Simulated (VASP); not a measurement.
Input of a VASP 6.6.1 run:

The input INCAR:

```
SYSTEM = BaTiO3
PREC = Accurate ; ENCUT = 910
EDIFF = 1E-8 ; ISMEAR = -1
SIGMA = 0.05 ; LREAL = .FALSE.
LASPH = .TRUE. ; NELM = 120
ALGO = Normal ; ISIF = 2
LWAVE = .FALSE. ; LCHARG = .FALSE.
GGA = PS ; LEFG = .TRUE.
NBANDS = 28 ; GGA_COMPAT = .FALSE.
```

Contents of KPOINTS:

```
regular mesh
0
G
  8 8 8
  0 0 0
```

POSCAR

```
BaTiO3
1.0
    3.9841000000      0.0000000000      0.0000000000
    0.0000000000      2.8370500000      2.8173420000
    0.0000000000     -2.8370500000      2.8173420000
Ba Ti O
1 1 3
Direct
    0.0000000000      0.0000000000      0.0000000000
    0.5000000000      0.5079000000      0.5079000000
    0.0000000000      0.4921000000      0.4921000000
    0.5000000000      0.5025100000      0.9937100000
    0.5000000000      0.9937100000      0.5025100000
```

Potentials or basis: VASP PAW PBE potentials, release 64 (Ba_sv, Ti_sv, O_h).

The run is started by

```console
$ cat potpaw_PBE.64/Ba_sv/POTCAR potpaw_PBE.64/Ti_sv/POTCAR potpaw_PBE.64/O_h/POTCAR > POTCAR
$ mpirun -np 1 vasp_std > vasp.out
```

What does it give for the pressure?

-1.1 GPa.

What does it give for the band gap on the k mesh?

1.78 eV (least direct gap 1.95 eV).

Predict the largest force.

0.173 eV/Å.

Forces on the atoms (eV/Å):
```
Ba   0.000  0.000  0.082
Ti   0.000  0.000  0.156
O    0.000  0.000  0.108
O    0.000  0.000 -0.173
O    0.000  0.000 -0.173
```

Caveat: the cell differs from its parent crystal (zz strain of -1 %); the cutoff is under 1.25 times the usual one of these potentials, so pressure, stress and relaxed cells hold a basis-set (Pulay) error; without QUAD_EFG the Cq values of the log hold for a quadrupole moment of 1 mb, not for the nuclei; the PAW data sets were made with another functional, which shifts forces and pressure a little; spin-orbit coupling is left out, which moves the levels of the heavy elements. A k mesh can miss the band edges.
